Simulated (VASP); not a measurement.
**TePb: single point with PBE+D3(BJ)**

Crystal: TePb.

```
Te Pb
1.0
     3.93525    0.00000    0.00000
     0.00000    3.93525    0.00000
     0.00000    0.00000    3.93525
Te Pb
1 1
Direct
  0.50000 0.50000 0.50000
  0.00000 0.00000 0.00000
```

| Property | Result |
| --- | --- |
| Program | VASP 6.6.1 |
| Task | single point |
| Functional | PBE |
| Dispersion | D3(BJ) |
| Potentials or basis | VASP PAW PBE potentials, release 64 (Te, Pb_d) |
| Cutoff | 520 eV |
| k mesh | 8 × 8 × 8 |
| Occupations | gaussian, width 0.05 eV |
| Spin | no spin polarisation |
| Dipole correction | no |
| Further INCAR settings | ALGO = Normal; EDIFF = 1e-07; NBANDS = 17 |

```json
{
  "Pressure": "-0.2 GPa",
  "Band gap on the k mesh": "zero (band 10 reaches 7.21 eV, above the bottom of band 11 at 5.79 eV)",
  "Dispersion energy per atom": "-0.443 eV"
}
```

Levels at points of the mesh, in eV from the Fermi level:
```csv
k point,band 8,band 9,band 10,band 11,band 12,band 13
"(0.00, 0.00, 0.00)",-1.69,-1.69,-1.69,3.93,3.93,5.57
"(0.50, 0.00, 0.00)",-0.69,-0.17,-0.17,0.25,2.37,2.37
"(0.50, 0.50, 0.00)",-4.69,-4.69,0.23,3.67,3.86,3.86
"(0.50, 0.50, 0.50)",-2.65,-2.65,-2.65,-1.20,-1.20,-1.20
```

It took 24 s on 1 thread of AMD EPYC 7R13 Processor (Zen 3) (shared host), peak memory 0.17 GiB.

Caveat: spin-orbit coupling is left out, which moves the levels of the heavy elements; pairwise dispersion overbinds metals, which lowers pressure and volume.
